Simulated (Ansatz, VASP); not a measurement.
# Cs2BN2: VASP beside Ansatz

The input INCAR:

```
PREC = Accurate
ENCUT = 520
EDIFF = 1E-7
ISMEAR = 0
SIGMA = 0.1
LREAL = False
LASPH = True
NELM = 150
ALGO = Normal
ISIF = 2
LWAVE = False
LCHARG = False
ISPIN = 2
MAGMOM = 0 0 0 1 1
LORBIT = 11
GGA = PE
NBANDS = 28
```

The input KPOINTS:

```
regular mesh
0
Gamma
  6 6 2
```

POSCAR

```
Cs2BN2
1.0
    4.3965088000      0.0000000000      0.0000000000
   -2.1982544000      3.8074883100      0.0000000000
    0.0000000000      0.0000000000      9.1282113400
Cs B N
2 1 2
Direct
    0.0000000000      0.0000000000      0.7383517200
    0.0000000000      0.0000000000      0.2616482800
    0.0000000000      0.0000000000      0.0000000000
    0.3333333300      0.6666666700      0.0000000000
    0.6666666700      0.3333333300      0.0000000000
```

Input for Ansatz:

```yaml
crystal:
  lattice:
    - [4.3965088, 0.0, 0.0]
    - [-2.1982544, 3.80748831, 0.0]
    - [0.0, 0.0, 9.12821134]
  atoms:
    - { symbol: Cs, position: [0.0, 0.0, 0.73835172] }
    - { symbol: Cs, position: [0.0, 0.0, 0.26164828] }
    - { symbol: B, position: [0.0, 0.0, 0.0] }
    - { symbol: "N", position: [0.33333333, 0.66666667, 0.0], spin: 1.0 }
    - { symbol: "N", position: [0.66666667, 0.33333333, 0.0], spin: 1.0 }
basis:
  ecutwfc: 420
kpoints:
  mp_grid: { grid: [6, 6, 2] }
hamiltonian:
  xc: pbe
scf:
  occupations: { method: gaussian, width: 0.1 }
  lower_state_search: "off"
output:
  forces: true
  stress: true
  eigenvalues: true
  populations: true
magnetization:
  spin_polarized: true
```

Alike in both runs: task single point; functional PBE; k mesh 6 × 6 × 2; occupations gaussian, width 0.1 eV; collinear spin.

```csv
,VASP,Ansatz
version,VASP 6.6.1,Ansatz 0.2.0
potentials or method,"VASP PAW PBE potentials, release 64 (Cs_sv, B, N), cutoff 520 eV","scalar-relativistic, plane waves, PAW"
valence electrons in the cell,31,31
```

```tsv
	VASP	Ansatz	Ansatz less VASP
gap on the k mesh at the Fermi level (eV)	none	none	-
pressure (GPa)	-3.5	-3.7	-0.19
traceless stress, the component that is largest in VASP (GPa)	11.31	11.01	-0.302
rms of the force components (eV/Å)	0.461	0.424	-0.0375
net moment per atom (μB)	0.00	0.00	0.000
```

Atom by atom the forces differ by 0.037 eV/Å (rms over components). A gap of «none» marks a metal or a gap that the smearing closes. With one functional, cell and mesh, what is left measures potentials, basis and numerics. Ansatz's warnings: seeded moment not kept.

Spin-orbit coupling is off throughout.
